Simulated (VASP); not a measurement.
# ZrB2 (P6/mmm) in VASP: notebook

ZrB2 is run at these levels: PBE; tasks: electric field gradients.

All numbers are computed with VASP 6.6.1; they aren't measurements. Logs are shortened: lines on timing, memory, paths and dates and some standing lists are left out, and cuts for length are marked.

## Step 1: The cell of the first run

The structure is hexagonal, space group P6/mmm (No. 191). Conventional cell: a = 3.176 Å, b = 3.176 Å, c = 3.532 Å, α = 90.00°, β = 90.00°, γ = 120.00°. Within 3.4 Å of Zr (site symmetry 6/mmm) lie 12 B at 2.55 Å and 6 Zr at 3.18 Å. Within 2.4 Å of B (site symmetry -6m2) lie 3 B at 1.83 Å.

## Step 2: Electric field gradients, PBE (volume scaled by 1.01)

INCAR

```
PREC     = Accurate       # precision mode
ENCUT    = 520            # plane-wave cutoff, eV
EDIFF    = 1E-8           # SCF threshold, eV
ISMEAR   = -1             # smearing method
SIGMA    = 0.05           # smearing width, eV
LREAL    = F              # projectors in reciprocal space
LASPH    = T              # aspherical terms in the spheres
NELM     = 60             # most SCF steps
ALGO     = Normal         # electronic algorithm
ISIF     = 2              # what is computed and relaxed
LWAVE    = F              # write WAVECAR
LCHARG   = F              # write CHGCAR
GGA      = PE             # functional
LEFG     = T            
NBANDS   = 16             # bands
```

KPOINTS

```
regular mesh
0
Gamma
  12 12 9
```

POSCAR

```
ZrB2
1.0
    3.1755148523      0.0000000000      0.0000000000
   -1.5877574262      2.7500765323      0.0000000000
    0.0000000000      0.0000000000      3.5316944381
Zr B
1 2
Direct
    0.0000000000      0.0000000000      0.0000000000
    0.3333333333      0.6666666667      0.5000000000
    0.6666666667      0.3333333333      0.5000000000
```

Potentials or basis: VASP PAW PBE potentials, release 64 (Zr_sv, B).

On the command line:

```
cat potpaw_PBE.64/Zr_sv/POTCAR potpaw_PBE.64/B/POTCAR > POTCAR
mpirun -np 1 vasp_std > vasp.out
```

OUTCAR:

```text
PREC = Accurate
   ENCUT = 520
   EDIFF = 1E-8
   ISMEAR = -1
   LREAL = F
   LASPH = T
   NELM = 60
   ISIF = 2
   GGA = PE

 ion  position               nearest neighbor table
   1  0.000  0.000  0.000-   2 2.55   3 2.55   2 2.55   3 2.55   3 2.55   3 2.55   2 2.55   2 2.55
                             3 2.55   3 2.55   2 2.55   2 2.55
   2  0.333  0.667  0.500-   3 1.83   3 1.83   3 1.83   1 2.55   1 2.55   1 2.55   1 2.55   1 2.55
                             1 2.55
   3  0.667  0.333  0.500-   2 1.83   2 1.83   2 1.83   1 2.55   1 2.55   1 2.55   1 2.55   1 2.55
                             1 2.55

  LATTYP: Found a hexagonal cell.
 ALAT       =     3.1755148523
 C/A-ratio  =     1.1121643583

  Lattice vectors:

 A1 = (   3.1755148523,   0.0000000000,   0.0000000000)
 A2 = (  -1.5877574262,   2.7500765323,   0.0000000000)
 A3 = (   0.0000000000,   0.0000000000,   3.5316944381)

Analysis of symmetry for initial positions (statically):
=====================================================================
 Subroutine PRICEL returns:
 Original cell was already a primitive cell.

 Routine SETGRP: Setting up the symmetry group for a
 hexagonal supercell.

 Subroutine GETGRP returns: Found 24 space group operations
 (whereof 24 operations were pure point group operations)
 out of a pool of 24 trial point group operations.

The static configuration has the point symmetry D_6h.

Analysis of symmetry for dynamics (positions and initial velocities):
=====================================================================
 Subroutine PRICEL returns:
 Original cell was already a primitive cell.

 Routine SETGRP: Setting up the symmetry group for a
 hexagonal supercell.

 Subroutine GETGRP returns: Found 24 space group operations
 (whereof 24 operations were pure point group operations)
 out of a pool of 24 trial point group operations.

The dynamic configuration has the point symmetry D_6h.

 Subroutine INISYM returns: Found 24 space group operations
 (whereof 24 operations are pure point group operations),
 and found     1 'primitive' translations

----------------------------------------------------------------------------------------

                                     Primitive cell

  volume of cell :      30.8420

  direct lattice vectors                    reciprocal lattice vectors
     3.175514852  0.000000000  0.000000000     0.314909565  0.181813122  0.000000000
    -1.587757426  2.750076532  0.000000000     0.000000000  0.363626244  0.000000000
     0.000000000  0.000000000  3.531694438     0.000000000  0.000000000  0.283150204

  length of vectors
     3.175514852  3.175514852  3.531694438     0.363626244  0.363626244  0.283150204

  position of ions in fractional coordinates (direct lattice)
     0.000000000  0.000000000  0.000000000
     0.333333333  0.666666667  0.500000000
     0.666666667  0.333333333  0.500000000

  ion indices of the primitive-cell ions
   primitive index   ion index
                 1           1
                 2           2
                 3           3

----------------------------------------------------------------------------------------

 KPOINTS: regular mesh

Automatic generation of k-mesh.
 Grid dimensions read from file:
 generate k-points for:   12   12    9

 Generating k-lattice:

  Cartesian coordinates                     Fractional coordinates (reciprocal lattice)
     0.026242464  0.015151093  0.000000000     0.083333333  0.000000000  0.000000000
     0.000000000  0.030302187  0.000000000     0.000000000  0.083333333  0.000000000
     0.000000000  0.000000000  0.031461134     0.000000000  0.000000000  0.111111111

  Length of vectors
     0.030302187  0.030302187  0.031461134

  Shift w.r.t. Gamma in fractional coordinates (k-lattice)
     0.000000000  0.000000000  0.000000000

 Subroutine IBZKPT returns following result:
 ===========================================

 Found     95 irreducible k-points:

 Following reciprocal coordinates:
            Coordinates               Weight
  0.000000  0.000000  0.000000      1.000000
  0.083333  0.000000  0.000000      6.000000
  0.166667  0.000000  0.000000      6.000000
  0.250000  0.000000  0.000000      6.000000
  0.333333  0.000000  0.000000      6.000000
  0.416667  0.000000  0.000000      6.000000
[... 16 lines left out ...]
  0.250000  0.000000  0.111111     12.000000
  0.333333  0.000000  0.111111     12.000000
 [... further k-points ...]
   k-points           NKPTS =     95   k-points in BZ     NKDIM =     95   number of bands    NBANDS=     16
   number of dos      NEDOS =    301   number of ions     NIONS =      3
   total plane-waves  NPLWV =  16128
   dimension x,y,z NGX =    24 NGY =   24 NGZ =   28
   dimension x,y,z NGXF=    48 NGYF=   48 NGZF=   56
   ions per type =               1   2
   NGX,Y,Z   is equivalent  to a cutoff of  12.56, 12.56, 13.18 a.u.
   NGXF,Y,Z  is equivalent  to a cutoff of  25.13, 25.13, 26.36 a.u.
 SYSTEM =  unknown system
   PREC   = accura    normal or accurate (medium, high low for compatibility)
   ISTART =      0    job   : 0-new  1-cont  2-samecut
   ICHARG =      2    charge: 1-file 2-atom 10-const
   ISPIN  =      1    spin polarized calculation?
   LNONCOLLINEAR =      F non collinear calculations
   LSORBIT =      F    spin-orbit coupling
   LASPH  =      T    aspherical Exc in radial PAW
   ENCUT  =  520.0 eV  38.22 Ry    6.18 a.u.   5.90  5.90  6.57*2*pi/ulx,y,z
   NELM   =     60;   NELMIN=  2; NELMDL= -5     # of ELM steps
   EDIFF  = 0.1E-07   stopping-criterion for ELM
   LREAL  =      F    real-space projection
   EDIFFG = 0.1E-06   stopping-criterion for IOM
   NSW    =      0    number of steps for IOM
   IBRION =     -1    ionic relax: 0-MD 1-quasi-New 2-CG
   NFREE  =      0    steps in history (QN), initial steepest desc. (CG)
   ISIF   =      2    stress and relaxation
   ISYM   =      2    0-nonsym 1-usesym 2-fastsym
   POTIM  = 0.5000    time-step for ionic-motion
   TEBEG  =    0.0;   TEEND  =   0.0 temperature during run
   PSTRESS=    0.0 pullay stress
   NELECT =      18.0000    total number of electrons
   NUPDOWN=      -1.0000    fix difference up-down
   EMIN   =  10.00;   EMAX   =-10.00  energy-range for DOS
   EFERMI =   0.00;   METHOD = LEGACY
   ISMEAR =    -1;   SIGMA  =   0.05  broadening in eV -4-tet -1-fermi 0-gaus
   EFERMI_NEDOS =   21; number of points for ismear=-14 and -15
   IALGO  =     38    algorithm
   IMIX   =      4    mixing-type and parameters
     AMIX     =   0.40;   BMIX     =  1.00
     AMIX_MAG =   1.60;   BMIX_MAG =  1.00
  volume/ion in A,a.u.               =      10.28        69.38
  Fermi-wavevector in a.u.,A,eV,Ry     =   1.368101  2.585337 25.466047  1.871702
  Thomas-Fermi vector in A             =   2.494095
   LORBIT       =      0    0 simple, 1 ext, 2 COOP (PROOUT), +10 PAW based schemes
   GGA     = PE    functional components
   LHFCALC =     F    Hartree Fock is set to
   AEXX    =    0.0000 exact exchange contribution
   IVDW    =     0    specifies the selected vdW correction
   LEPSILON=     F    determine dielectric tensor
   LRPA    =     F    only Hartree local field effects (RPA)
 non-spin polarized calculation
  energy-cutoff  :      520.00
  volume of cell :       30.84
 maximum number of plane-waves:       848
 NGX is ok and might be reduce to    24
   NGX = 11   NGY = 11   NGZ = 13

 number of electron      18.0000000 magnetization

 Free energy of the ion-electron system (eV)
  ---------------------------------------------------
  ext. energy  EPLUGINS =         0.00000000
  ---------------------------------------------------
  free energy    TOTEN  =       -24.98174523 eV

  energy without entropy =      -24.97979260  energy(sigma->0) =      -24.98076892

 E-fermi :  10.5736     XC(G=0): -12.4290

 val. band max:       10.5709337660   @ k =   0.1667   0.1667   0.1111
 cond. band min:      10.6459036995   @ k =   0.1667   0.1667   0.2222
 fundamental gap:      0.0749699335
 Fermi energy:        10.5735531970

 k-point     1 :       0.0000    0.0000    0.0000
  band No.  band energies     occupation
      1     -38.1488      2.00000
      2     -16.3323      2.00000
      3     -15.7880      2.00000
      4     -15.7880      2.00000
      5      -2.2200      2.00000
      6       7.8538      2.00000
[... 8 lines left out ...]
     15      15.6094      0.00000
     16      15.6094      0.00000
[... 419 lines left out ...]
 k-point    24 :       0.3333    0.0000    0.1111
  band No.  band energies     occupation
      1     -38.0616      2.00000
      2     -16.4858      2.00000
      3     -16.2419      2.00000
      4     -15.9425      2.00000
      5      -0.1696      2.00000
      6       4.0286      2.00000
[... 8 lines left out ...]
     15      18.1288      0.00000
     16      21.0177      0.00000

 [... further k-points ...]
[... 5 lines left out ...]
  --------------------------------------------------------------------------------------
  -------------------------------------------------------------------------------------
  Total       -0.0885032     -0.0885032      0.2399974      0.0000000     -0.0000000      0.0000000
  in kB       -4.5975619     -4.5975619     12.4673753      0.0000000     -0.0000000      0.0000000
  external PRESSURE =       1.0907505 kB  Pullay stress =       0.0000000 kB

 VOLUME and BASIS-vectors are now :
 -----------------------------------------------------------------------------
  energy-cutoff  :      520.00
  volume of cell :       30.84
      direct lattice vectors                 reciprocal lattice vectors
     3.175514852  0.000000000  0.000000000     0.314909565  0.181813122  0.000000000
    -1.587757426  2.750076532  0.000000000     0.000000000  0.363626244  0.000000000
     0.000000000  0.000000000  3.531694438     0.000000000  0.000000000  0.283150204

 POSITION                                       TOTAL-FORCE (eV/Angst)
 -----------------------------------------------------------------------------------
      0.00000      0.00000      0.00000         0.000000      0.000000      0.000000
     -0.00000      1.83338      1.76585        -0.000000      0.000000      0.000000
      1.58776      0.91669      1.76585         0.000000      0.000000      0.000000
 -----------------------------------------------------------------------------------
    total drift:                               -0.000000      0.000000     -0.000000

  FREE ENERGIE OF THE ION-ELECTRON SYSTEM (eV)
  ---------------------------------------------------
  free  energy   TOTEN  =       -24.9817452302 eV

  energy  without entropy=      -24.9797926016  energy(sigma->0) =      -24.98076892

 Electric field gradients (V/A^2)
---------------------------------------------------------------------
 ion       V_xx      V_yy      V_zz      V_xy      V_xz      V_yz
---------------------------------------------------------------------
   1     -20.492   -20.493    40.985    -0.000    -0.000     0.000
   2      -0.796    -0.796     1.592    -0.000     0.000    -0.000
   3      -0.796    -0.796     1.592    -0.000     0.000    -0.000
---------------------------------------------------------------------

 Electric field gradients after diagonalization (V/A^2)
 (convention: |V_zz| > |V_xx| > |V_yy|)
----------------------------------------------------------------------
 ion       V_xx      V_yy      V_zz     asymmetry (V_yy - V_xx)/ V_zz
----------------------------------------------------------------------
   1     -20.493   -20.492    40.985       0.000
   2      -0.796    -0.796     1.592       0.000
   3      -0.796    -0.796     1.592       0.000
----------------------------------------------------------------------

           NMR quadrupolar parameters

 Cq : quadrupolar parameter    Cq=e*Q*V_zz/h
 eta: asymmetry parameters     (V_yy - V_xx)/ V_zz
 Q  : nuclear electric quadrupole moment in mb (millibarn)
----------------------------------------------------------------------
 ion       Cq(MHz)       eta       Q (mb)
----------------------------------------------------------------------
   1       0.099       0.000       1.000
   2       0.004       0.000       1.000
   3       0.004       0.000       1.000
----------------------------------------------------------------------
```

Run time: 17 s. Hardware: 1 thread of Intel Xeon 6975P-C (Granite Rapids), shared host; peak memory 0.17 GiB.

Results:

```yaml
Free_energy: -24.9817 eV
Pressure: 0.1 GPa
Band_gap_on_the_k_mesh: zero (band 9 reaches 11.24 eV, above the bottom of band 10 at 9.96 eV)
```

Levels at points of the mesh, in eV from the Fermi level:
```csv
k point,band 7,band 8,band 9,band 10,band 11,band 12
"(0.00, 0.00, 0.00)",-2.72,-2.65,-2.41,3.30,3.30,4.10
"(0.50, 0.00, 0.00)",-3.95,-3.14,-2.76,2.15,2.22,4.81
```

Electric field gradients, principal values (V/Å²):
| atom | least | middle | greatest (by size) |
| --- | --- | --- | --- |
| 1 Zr | -20.492 | -20.493 | 40.985 |
| 2 B | -0.796 | -0.796 | 1.592 |
| 3 B | -0.796 | -0.796 | 1.592 |

Caveat: without QUAD_EFG the Cq values of the log hold for a quadrupole moment of 1 mb, not for the nuclei.

(Part 1 of 3 ends here.)
